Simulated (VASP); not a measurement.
Sn:

```
Sn
1.0
    -1.89129    1.89129    1.89129
     1.89129   -1.89129    1.89129
     1.89129    1.89129   -1.89129
Sn
1
Direct
  0.00000 0.00000 0.00000
```

Base run:

* Program: VASP 6.6.1
* Functional: r2SCAN
* Potentials or basis: VASP PAW PBE potentials, release 64 (Sn_d)
* Cutoff: 520 eV
* k mesh: 12 × 12 × 12
* Occupations: gaussian, width 0.15 eV
* Spin: no spin polarisation

Its results: band gap on the k mesh zero (band 7 reaches 16.56 eV, above the bottom of band 8 at 5.46 eV); pressure -0.4 GPa.

Task: The run is repeated on the same cell with these changes: k mesh from 12 × 12 × 12 to 16 × 16 × 16; occupations from gaussian, width 0.15 eV to gaussian, width 0.1 eV. What comes out?

Result: Band gap on the k mesh zero (band 7 reaches 16.56 eV, above the bottom of band 8 at 5.55 eV); pressure 0.0 GPa.

Caveats: the PAW data sets were made with another functional, which shifts forces and pressure a little; spin-orbit coupling is left out, which moves the levels of the heavy elements.
